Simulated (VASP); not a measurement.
Write the native input for VASP 6.6.1 that does the following.

| Quantity | Value |
| --- | --- |
| Task | single point |
| Functional | LDA |
| Potentials or basis | VASP PAW LDA potentials, release 64 (Al, Ga_d, N_h) |
| Cutoff | 1330 eV |
| k mesh | 6 × 6 × 6 |
| Occupations | gaussian, width 0.05 eV |
| Spin | no spin polarisation |
| Dipole correction | no |
| Further INCAR settings | ALGO = Normal; EDIFF = 1e-06; NBANDS = 41 |

The structure of AlGa3N4 lies in POSCAR:

```
AlGa3N4
1.0
    4.3382171223     -0.1549363258     -0.1549363258
   -0.1549363258      4.3382171223     -0.1549363258
   -0.1549363258     -0.1549363258      4.3382171223
Al Ga N
1 3 4
Direct
    0.0000000000      0.0000000000      0.0000000000
    0.5000000000      0.5000000000      0.0000000000
    0.5000000000      0.0000000000      0.5000000000
    0.0000000000      0.5000000000      0.5000000000
    0.7548078379      0.7548078379      0.2451921621
    0.7548078379      0.2451921621      0.7548078379
    0.2451921621      0.7548078379      0.7548078379
    0.2451921621      0.2451921621      0.2451921621
```

One way to write it, as run:

INCAR

```
SYSTEM = AlGa3N4
PREC = Accurate ; ENCUT = 1330
EDIFF = 1E-6 ; ISMEAR = 0
SIGMA = 0.05 ; LREAL = .False.
LASPH = .True. ; NELM = 120
ALGO = Normal ; ISIF = 2
LWAVE = .False. ; LCHARG = .True.
LELF = .True. ; LVHAR = .True.
NBANDS = 41 ; GGA_COMPAT = .False.
```

KPOINTS

```
Automatic mesh
0
Gamma
  6 6 6
  0 0 0
```

Potentials or basis: VASP PAW LDA potentials, release 64 (Al, Ga_d, N_h).

Launch:

```sh
$ cat potpaw_LDA.64/Al/POTCAR potpaw_LDA.64/Ga_d/POTCAR potpaw_LDA.64/N_h/POTCAR > POTCAR
$ mpirun -np 1 vasp_std > vasp.out
```

Results of the run:

* Pressure: 20.6 GPa
* Largest force: 2.514 eV/Å
* Band gap on the k mesh: 2.51 eV

Caveat: the cell stands under pressure; forces of over 1 eV/Å act on the atoms, so gaps and moduli don't describe the material at rest.

Wall time 3.5 min on 1 thread of Intel(R) Xeon(R) 6975P-C (Granite Rapids), on a shared host, peak memory 0.54 GiB.
